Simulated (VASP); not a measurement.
# Si7Ge (P-43m) in VASP: a series of runs

The runs below take Si7Ge through single point, relaxation of cell and atoms, with LDA.

Everything below comes from runs of VASP 6.6.1. Logs are shortened: lines on timing, memory, paths and dates and some standing lists are left out, and cuts for length are marked.

## (1) The cell of the first run

It takes space group P-43m (No. 215, cubic). The conventional cell has a = 5.425 Å, b = 5.425 Å, c = 5.425 Å, α = 90.00°, β = 90.00°, γ = 90.00°. Si (site symmetry 3m) has 3 Si at 2.34 Å and 1 Ge at 2.37 Å within 3.1 Å. Within 3.1 Å of Si (site symmetry -42m) lie 4 Si at 2.34 Å. Ge (site symmetry -43m) has 4 Si at 2.37 Å within 3.1 Å.

## (2) Single point, LDA

The input, INCAR:

```
  PREC = Accurate
  ENCUT = 520
  EDIFF = 1E-7
  ISMEAR = 0
  SIGMA = 0.01
  LREAL = F
  LASPH = T
  NELM = 60
  ALGO = Normal
  ISIF = 2
  LWAVE = F
  LCHARG = F
  NBANDS = 31
```

The input, KPOINTS:

```
regular mesh
0
Gamma
  8 8 8
```

The input, POSCAR:

```
Si7Ge
1.0
    5.4247678457      0.0000000000      0.0000000000
    0.0000000000      5.4247678457      0.0000000000
    0.0000000000      0.0000000000      5.4247678457
Si Ge
7 1
Direct
    0.2524410887      0.2524410887      0.2524410887
    0.0000000000      0.5000000000      0.5000000000
    0.5000000000      0.5000000000      0.0000000000
    0.5000000000      0.0000000000      0.5000000000
    0.7475589113      0.2524410887      0.7475589113
    0.7475589113      0.7475589113      0.2524410887
    0.2524410887      0.7475589113      0.7475589113
    0.0000000000      0.0000000000      0.0000000000
```

Potentials or basis: VASP PAW LDA potentials, release 64 (Si, Ge_d).

Launch:

```sh
$ cat potpaw_LDA.64/Si/POTCAR potpaw_LDA.64/Ge_d/POTCAR > POTCAR
$ mpirun -np 1 vasp_std > vasp.out
```

OUTCAR:

```text
PREC = Accurate
   ENCUT = 520
   EDIFF = 1E-7
   ISMEAR = 0
   LREAL = F
   LASPH = T
   NELM = 60
   ISIF = 2

 ion  position               nearest neighbor table
   1  0.252  0.252  0.252-   2 2.34   3 2.34   4 2.34   8 2.37
   2  0.000  0.500  0.500-   1 2.34   5 2.34   6 2.34   7 2.34
   3  0.500  0.500  0.000-   1 2.34   5 2.34   6 2.34   7 2.34
   4  0.500  0.000  0.500-   1 2.34   5 2.34   6 2.34   7 2.34
   5  0.748  0.252  0.748-   2 2.34   3 2.34   4 2.34   8 2.37
   6  0.748  0.748  0.252-   2 2.34   3 2.34   4 2.34   8 2.37
   7  0.252  0.748  0.748-   2 2.34   3 2.34   4 2.34   8 2.37
   8  0.000  0.000  0.000-   1 2.37   5 2.37   6 2.37   7 2.37

  LATTYP: Found a simple cubic cell.
 ALAT       =     5.4247678457

  Lattice vectors:

 A1 = (   5.4247678457,   0.0000000000,   0.0000000000)
 A2 = (   0.0000000000,   5.4247678457,   0.0000000000)
 A3 = (   0.0000000000,   0.0000000000,   5.4247678457)

Analysis of symmetry for initial positions (statically):
=====================================================================
 Subroutine PRICEL returns:
 Original cell was already a primitive cell.

 Routine SETGRP: Setting up the symmetry group for a
 simple cubic supercell.

 Subroutine GETGRP returns: Found 24 space group operations
 (whereof 24 operations were pure point group operations)
 out of a pool of 48 trial point group operations.

The static configuration has the point symmetry T_d .

Analysis of symmetry for dynamics (positions and initial velocities):
=====================================================================
 Subroutine PRICEL returns:
 Original cell was already a primitive cell.

 Routine SETGRP: Setting up the symmetry group for a
 simple cubic supercell.

 Subroutine GETGRP returns: Found 24 space group operations
 (whereof 24 operations were pure point group operations)
 out of a pool of 48 trial point group operations.

The dynamic configuration has the point symmetry T_d .

 Subroutine INISYM returns: Found 24 space group operations
 (whereof 24 operations are pure point group operations),
 and found     1 'primitive' translations

----------------------------------------------------------------------------------------

                                     Primitive cell

  volume of cell :     159.6406

  direct lattice vectors                    reciprocal lattice vectors
     5.424767846  0.000000000  0.000000000     0.184339686  0.000000000  0.000000000
     0.000000000  5.424767846  0.000000000     0.000000000  0.184339686  0.000000000
     0.000000000  0.000000000  5.424767846     0.000000000  0.000000000  0.184339686

  length of vectors
     5.424767846  5.424767846  5.424767846     0.184339686  0.184339686  0.184339686

  position of ions in fractional coordinates (direct lattice)
     0.252441089  0.252441089  0.252441089
     0.000000000  0.500000000  0.500000000
     0.500000000  0.500000000  0.000000000
     0.500000000  0.000000000  0.500000000
     0.747558911  0.252441089  0.747558911
     0.747558911  0.747558911  0.252441089
     0.252441089  0.747558911  0.747558911
     0.000000000  0.000000000  0.000000000

  ion indices of the primitive-cell ions
   primitive index   ion index
                 1           1
                 2           2
                 3           3
                 4           4
                 5           5
                 6           6
                 7           7
                 8           8

----------------------------------------------------------------------------------------

 KPOINTS: regular mesh

Automatic generation of k-mesh.
 Grid dimensions read from file:
 generate k-points for:    8    8    8

 Generating k-lattice:

  Cartesian coordinates                     Fractional coordinates (reciprocal lattice)
     0.023042461  0.000000000  0.000000000     0.125000000  0.000000000  0.000000000
     0.000000000  0.023042461  0.000000000     0.000000000  0.125000000  0.000000000
     0.000000000  0.000000000  0.023042461     0.000000000  0.000000000  0.125000000

  Length of vectors
     0.023042461  0.023042461  0.023042461

  Shift w.r.t. Gamma in fractional coordinates (k-lattice)
     0.000000000  0.000000000  0.000000000

 Subroutine IBZKPT returns following result:
 ===========================================

 Found     35 irreducible k-points:

 Following reciprocal coordinates:
            Coordinates               Weight
  0.000000  0.000000  0.000000      1.000000
  0.125000  0.000000  0.000000      6.000000
  0.250000  0.000000  0.000000      6.000000
  0.375000  0.000000  0.000000      6.000000
  0.500000  0.000000  0.000000      3.000000
  0.125000  0.125000  0.000000     12.000000
[... 16 lines left out ...]
  0.375000  0.375000  0.125000     24.000000
  0.500000  0.375000  0.125000     24.000000
 [... further k-points ...]
   k-points           NKPTS =     35   k-points in BZ     NKDIM =     35   number of bands    NBANDS=     31
   number of dos      NEDOS =    301   number of ions     NIONS =      8
   total plane-waves  NPLWV =  64000
   dimension x,y,z NGX =    40 NGY =   40 NGZ =   40
   dimension x,y,z NGXF=    80 NGYF=   80 NGZF=   80
   ions per type =               7   1
   NGX,Y,Z   is equivalent  to a cutoff of  12.26, 12.26, 12.26 a.u.
   NGXF,Y,Z  is equivalent  to a cutoff of  24.52, 24.52, 24.52 a.u.
 SYSTEM =  unknown system
   PREC   = accura    normal or accurate (medium, high low for compatibility)
   ISTART =      0    job   : 0-new  1-cont  2-samecut
   ICHARG =      2    charge: 1-file 2-atom 10-const
   ISPIN  =      1    spin polarized calculation?
   LNONCOLLINEAR =      F non collinear calculations
   LSORBIT =      F    spin-orbit coupling
   LASPH  =      T    aspherical Exc in radial PAW
   ENCUT  =  520.0 eV  38.22 Ry    6.18 a.u.  10.09 10.09 10.09*2*pi/ulx,y,z
   NELM   =     60;   NELMIN=  2; NELMDL= -5     # of ELM steps
   EDIFF  = 0.1E-06   stopping-criterion for ELM
   LREAL  =      F    real-space projection
   EDIFFG = 0.1E-05   stopping-criterion for IOM
   NSW    =      0    number of steps for IOM
   IBRION =     -1    ionic relax: 0-MD 1-quasi-New 2-CG
   NFREE  =      0    steps in history (QN), initial steepest desc. (CG)
   ISIF   =      2    stress and relaxation
   ISYM   =      2    0-nonsym 1-usesym 2-fastsym
   POTIM  = 0.5000    time-step for ionic-motion
   TEBEG  =    0.0;   TEEND  =   0.0 temperature during run
   PSTRESS=    0.0 pullay stress
   NELECT =      42.0000    total number of electrons
   NUPDOWN=      -1.0000    fix difference up-down
   EMIN   =  10.00;   EMAX   =-10.00  energy-range for DOS
   EFERMI =   0.00;   METHOD = LEGACY
   ISMEAR =     0;   SIGMA  =   0.01  broadening in eV -4-tet -1-fermi 0-gaus
   EFERMI_NEDOS =   21; number of points for ismear=-14 and -15
   IALGO  =     38    algorithm
   IMIX   =      4    mixing-type and parameters
     AMIX     =   0.40;   BMIX     =  1.00
     AMIX_MAG =   1.60;   BMIX_MAG =  1.00
  volume/ion in A,a.u.               =      19.96       134.66
  Fermi-wavevector in a.u.,A,eV,Ry     =   1.049003  1.982328 14.971953  1.100407
  Thomas-Fermi vector in A             =   2.183948
   LORBIT       =      0    0 simple, 1 ext, 2 COOP (PROOUT), +10 PAW based schemes
   GGA     = CA    functional components
   LHFCALC =     F    Hartree Fock is set to
   AEXX    =    0.0000 exact exchange contribution
   IVDW    =     0    specifies the selected vdW correction
   LEPSILON=     F    determine dielectric tensor
   LRPA    =     F    only Hartree local field effects (RPA)
 non-spin polarized calculation
 Gauss-broadening in eV      SIGMA  =   0.01
  energy-cutoff  :      520.00
  volume of cell :      159.64
 maximum number of plane-waves:      4337
   NGX = 21   NGY = 21   NGZ = 21

 number of electron      41.9999973 magnetization

 Free energy of the ion-electron system (eV)
  ---------------------------------------------------
  ext. energy  EPLUGINS =         0.00000000
  ---------------------------------------------------
  free energy    TOTEN  =       -46.88911893 eV

  energy without entropy =      -46.88911893  energy(sigma->0) =      -46.88911893

 E-fermi :   5.9269     XC(G=0):  -9.7786

 val. band max:        5.8105640338   @ k =   0.0000   0.0000   0.0000
 cond. band min:       6.0675619217   @ k =   0.0000   0.0000   0.0000
 fundamental gap:      0.2569978879
 Fermi energy:         5.9269260036

 k-point     1 :       0.0000    0.0000    0.0000
  band No.  band energies     occupation
      1     -18.4881      2.00000
      2     -18.4881      2.00000
      3     -18.4881      2.00000
      4     -18.4602      2.00000
      5     -18.4602      2.00000
      6      -6.3970      2.00000
[... 23 lines left out ...]
     30       8.3597      0.00000
     31       8.8125      0.00000

 k-point     2 :       0.1250    0.0000    0.0000
  band No.  band energies     occupation
      1     -18.4881      2.00000
      2     -18.4881      2.00000
      3     -18.4881      2.00000
      4     -18.4602      2.00000
      5     -18.4602      2.00000
      6      -6.3286      2.00000
[... 23 lines left out ...]
     30       8.7194      0.00000
     31       9.2507      0.00000

 k-point     3 :       0.2500    0.0000    0.0000
  band No.  band energies     occupation
      1     -18.4881      2.00000
      2     -18.4881      2.00000
      3     -18.4881      2.00000
      4     -18.4602      2.00000
      5     -18.4601      2.00000
      6      -6.1246      2.00000
[... 23 lines left out ...]
     30       9.5326      0.00000
     31       9.9505      0.00000

 k-point     4 :       0.3750    0.0000    0.0000
  band No.  band energies     occupation
      1     -18.4881      2.00000
      2     -18.4881      2.00000
      3     -18.4881      2.00000
      4     -18.4602      2.00000
      5     -18.4601      2.00000
      6      -5.7898      2.00000
[... 23 lines left out ...]
     30      10.5269      0.00000
     31      10.5269      0.00000

 k-point     5 :       0.5000    0.0000    0.0000
  band No.  band energies     occupation
      1     -18.4881      2.00000
      2     -18.4881      2.00000
      3     -18.4881      2.00000
      4     -18.4602      2.00000
      5     -18.4600      2.00000
      6      -5.4195      2.00000
[... 23 lines left out ...]
     30      10.6966      0.00000
     31      10.7430      0.00000
[... 542 lines left out ...]
     30      10.4498      0.00000
     31      10.6307      0.00000

 k-point    22 :       0.5000    0.2500    0.1250
  band No.  band energies     occupation
      1     -18.4882      2.00000
      2     -18.4882      2.00000
      3     -18.4881      2.00000
      4     -18.4601      2.00000
      5     -18.4600      2.00000
      6      -5.1253      2.00000
[... 23 lines left out ...]
     30      10.1935      0.00000
     31      10.4108      0.00000

 k-point    23 :       0.3750    0.3750    0.1250
  band No.  band energies     occupation
      1     -18.4882      2.00000
      2     -18.4881      2.00000
      3     -18.4881      2.00000
      4     -18.4601      2.00000
      5     -18.4600      2.00000
      6      -5.1645      2.00000
[... 23 lines left out ...]
     30      10.7426      0.00000
     31      10.7966      0.00000

 k-point    24 :       0.5000    0.3750    0.1250
  band No.  band energies     occupation
      1     -18.4882      2.00000
      2     -18.4882      2.00000
      3     -18.4881      2.00000
      4     -18.4601      2.00000
      5     -18.4600      2.00000
      6      -4.8548      2.00000
[... 23 lines left out ...]
     30      10.5328      0.00000
     31      10.5934      0.00000

 [... further k-points ...]
[... 5 lines left out ...]
  --------------------------------------------------------------------------------------
  -------------------------------------------------------------------------------------
  Total        0.0665209      0.0665209      0.0665209      0.0000000      0.0000000     -0.0000000
  in kB        0.6676139      0.6676139      0.6676139      0.0000000      0.0000000     -0.0000000
  external PRESSURE =       0.6676139 kB  Pullay stress =       0.0000000 kB

 VOLUME and BASIS-vectors are now :
 -----------------------------------------------------------------------------
  energy-cutoff  :      520.00
  volume of cell :      159.64
      direct lattice vectors                 reciprocal lattice vectors
     5.424767846  0.000000000  0.000000000     0.184339686  0.000000000  0.000000000
     0.000000000  5.424767846  0.000000000     0.000000000  0.184339686  0.000000000
     0.000000000  0.000000000  5.424767846     0.000000000  0.000000000  0.184339686

 POSITION                                       TOTAL-FORCE (eV/Angst)
 -----------------------------------------------------------------------------------
      1.36943      1.36943      1.36943         0.000087      0.000087      0.000087
      0.00000      2.71238      2.71238         0.000000      0.000000     -0.000000
      2.71238      2.71238      0.00000         0.000000      0.000000     -0.000000
      2.71238      0.00000      2.71238         0.000000      0.000000     -0.000000
      4.05533      1.36943      4.05533        -0.000087      0.000087     -0.000087
      4.05533      4.05533      1.36943        -0.000087     -0.000087      0.000087
      1.36943      4.05533      4.05533         0.000087     -0.000087     -0.000087
      0.00000      0.00000      0.00000         0.000000      0.000000     -0.000000
 -----------------------------------------------------------------------------------
    total drift:                               -0.000000     -0.000000     -0.000000

  FREE ENERGIE OF THE ION-ELECTRON SYSTEM (eV)
  ---------------------------------------------------
  free  energy   TOTEN  =       -46.8891189309 eV

  energy  without entropy=      -46.8891189309  energy(sigma->0) =      -46.88911893
```

Run time: 84 s. Hardware: 1 thread of Intel Xeon Platinum 8488C (Sapphire Rapids), shared host; peak memory 0.28 GiB.

What came out:

```
Free energy            : -46.8891 eV
Pressure               : 0.1 GPa
Band gap on the k mesh : 0.26 eV
```

Levels at points of the mesh, in eV from the valence-band top:
| k point | band 17 | band 18 | band 19 | band 20 | band 21 | band 22 | band 23 | band 24 | band 25 | band 26 |
| --- | --- | --- | --- | --- | --- | --- | --- | --- | --- | --- |
| (0.00, 0.00, 0.00) | -2.91 | -2.91 | 0.00 | 0.00 | 0.00 | 0.26 | 0.65 | 0.65 | 0.65 | 0.71 |
| (0.50, 0.00, 0.00) | -3.52 | -1.99 | -1.99 | -1.88 | -1.88 | 0.93 | 1.10 | 3.02 | 3.04 | 4.15 |
| (0.50, 0.50, 0.00) | -3.84 | -1.48 | -1.36 | -1.30 | -1.30 | 2.27 | 2.27 | 2.35 | 2.53 | 4.69 |
| (0.50, 0.50, 0.50) | -1.28 | -1.28 | -1.12 | -1.12 | -1.12 | 0.99 | 1.46 | 1.46 | 1.46 | 3.19 |

A k mesh can miss the band edges.

(Continued in part 2 of 2.)
